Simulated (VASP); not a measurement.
Wanted: the native input for a VASP 6.6.1 run.

```
Task                   : single point
Functional             : LDA
Potentials or basis    : VASP PAW LDA potentials, release 64 (Mn_sv, O)
Cutoff                 : 700 eV
k mesh                 : 11 × 11 × 6
Occupations            : fermi-dirac, width 0.05 eV
Spin                   : collinear spin, ferromagnetic start
Starting moments       : [4.0, 0.0, 0.0] μB
Dipole correction      : no
Further INCAR settings : ALGO = Normal; EDIFF = 1e-06; NBANDS = 24
```

The structure of MnO2 lies in POSCAR:

```
MnO2
1.0
    2.7982643040      0.0000000000      0.0000000000
   -1.3991321520      2.4233679738      0.0000000000
    0.0000000000      0.0000000000      4.5074421091
Mn O
1 2
Direct
    0.0000000000      0.0000000000      0.5000000000
    0.3333333333      0.6666666667      0.7062925700
    0.6666666667      0.3333333333      0.2937074300
```

One way to write it, as run:

INCAR

```
ALGO = Normal ; EDIFF = 1E-6
ENCUT = 700 ; GGA_COMPAT = F
ISIF = 2 ; ISMEAR = -1
ISPIN = 2 ; LASPH = T
LCHARG = F ; LMAXMIX = 4
LORBIT = 11 ; LREAL = F
LWAVE = F ; MAGMOM = 4 0 0
NBANDS = 24 ; NELM = 200
PREC = Accurate ; SIGMA = 0.05
```

KPOINTS

```
k-points
0
Gamma
  11 11 6
```

Potentials or basis: VASP PAW LDA potentials, release 64 (Mn_sv, O).

Launch:

```sh
$ cat potpaw_LDA.64/Mn_sv/POTCAR potpaw_LDA.64/O/POTCAR > POTCAR
$ mpirun -np 1 vasp_std > vasp.out
```

Results of the run:

The pressure is 4.4 GPa. The largest force is 0.417 eV/Å and the band gap on the k mesh is 0.08 eV (least direct gap 0.11 eV). The net moment is 2.99 μB per cell, the site moments are Mn +2.62; O +0.09 μB and the valence electrons inside the program's atomic spheres are Mn 12.88; O 5.00.

Caveat: the cell stands under pressure; a cell with one magnetic atom can't hold antiferromagnetic order, which such compounds often take.

It took 2.8 min on 1 thread of Intel(R) Xeon(R) Platinum 8488C (Sapphire Rapids), on a shared host, peak memory 0.24 GiB.
